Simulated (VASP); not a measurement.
Input of a VASP 6.6.1 run:

Contents of INCAR:

```
PREC = Accurate
ENCUT = 520
EDIFF = 1E-7
ISMEAR = -1
SIGMA = 0.08
LREAL = False
LASPH = True
NELM = 80
ALGO = Normal
ISIF = 2
LWAVE = False
LCHARG = False
GGA = PS
NBANDS = 16
```

The input KPOINTS:

```
Automatic mesh
0
Gamma
  11 11 11
```

POSCAR

```
ZnSe
1.0
    0.0000000000      2.8168197735      2.8168197735
    2.8168197735      0.0000000000      2.8168197735
    2.8168197735      2.8168197735      0.0000000000
Zn Se
1 1
Direct
    0.0000000000      0.0000000000      0.0000000000
    0.2500000000      0.2500000000      0.2500000000
```

Potentials or basis: VASP PAW PBE potentials, release 64 (Zn, Se).

Launch:

```bash
$ cat potpaw_PBE.64/Zn/POTCAR potpaw_PBE.64/Se/POTCAR > POTCAR
$ mpirun -np 1 vasp_std > vasp.out
```

(1) Estimate the band gap on the k mesh.

(2) Estimate the pressure.

Results:

(1) 1.24 eV, direct.

(2) 0.3 GPa.

Caveat: the PAW data sets were made with another functional, which shifts forces and pressure a little.
